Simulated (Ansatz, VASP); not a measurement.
# TiOs2 in VASP and in Ansatz

```
CELL_PARAMETERS angstrom
0.00000 2.94186 2.94186
2.94186 0.00000 2.94186
2.94186 2.94186 0.00000
ATOMIC_POSITIONS crystal
Ti 0.00000 0.00000 0.00000
Os 0.25000 0.25000 0.25000
Os 0.75000 0.75000 0.75000
```

Alike in both runs: functional PBE; k mesh 6 × 6 × 6; occupations gaussian, width 0.1 eV; no spin polarisation.

Ansatz relaxed the structure, and its values are those at the end. VASP's run is a single point on that final structure, the one shown.

|  | VASP | Ansatz |
| --- | --- | --- |
| version | VASP 6.6.1 | Ansatz 0.2.0 |
| potentials or method | VASP PAW PBE potentials, release 64 (Ti_sv, Os), cutoff 520 eV | scalar-relativistic, plane waves, PAW |
| valence electrons in the cell | 28 | 44 |

VASP gave:

```
gap on the k mesh at the Fermi level (eV) : none
pressure (GPa)                            : -0.1
```

Q: What did Ansatz give for the same quantities?

A: gap on the k mesh at the Fermi level (eV): none; pressure (GPa): 0.0.

A gap of «none» marks a metal or a gap that the smearing closes. VASP's potentials hold 28 valence electrons a cell and Ansatz's 44, so a difference there can come from the potentials and not from the codes.

Neither program's run includes spin-orbit coupling.
